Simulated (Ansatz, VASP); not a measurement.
# One calculation of Sr, two programs

```xyz
2
Lattice="-3.5961 3.6069 1.9389 3.6365 -3.6069 2.0130 3.5961 3.6069 -1.9389" Properties=species:S:1:pos:R:3 pbc="T T T"
Sr    0.0378    3.6069    1.0402
Sr   -0.0277    0.0000   -0.0522
```

Alike in both runs: task single point; functional PBEsol; k mesh 10 × 10 × 10; occupations gaussian, width 0.1 eV; no spin polarisation.

|  | VASP | Ansatz |
| --- | --- | --- |
| version | VASP 6.6.1 | Ansatz 0.2.0 |
| potentials or method | VASP PAW PBE potentials, release 64 (Sr_sv), cutoff 500 eV | scalar-relativistic, plane waves, PAW |
| valence electrons in the cell | 20 | 20 |

|  | VASP | Ansatz | Ansatz less VASP |
| --- | --- | --- | --- |
| gap on the k mesh at the Fermi level (eV) | none | none | - |
| pressure (GPa) | 0.0 | 0.0 | 0.00 |
| traceless stress, the component that is largest in VASP (GPa) | -0.42 | -0.41 | +0.003 |
| rms of the force components (eV/Å) | 0.056 | 0.056 | -0.0003 |

VASP's potentials were made for PBE, not for PBEsol. Atom by atom the forces differ by 0.000 eV/Å (rms over components). A gap of «none» marks a metal or a gap that the smearing closes. The functional is the same, so the differences come from potentials, cutoffs and numerics.
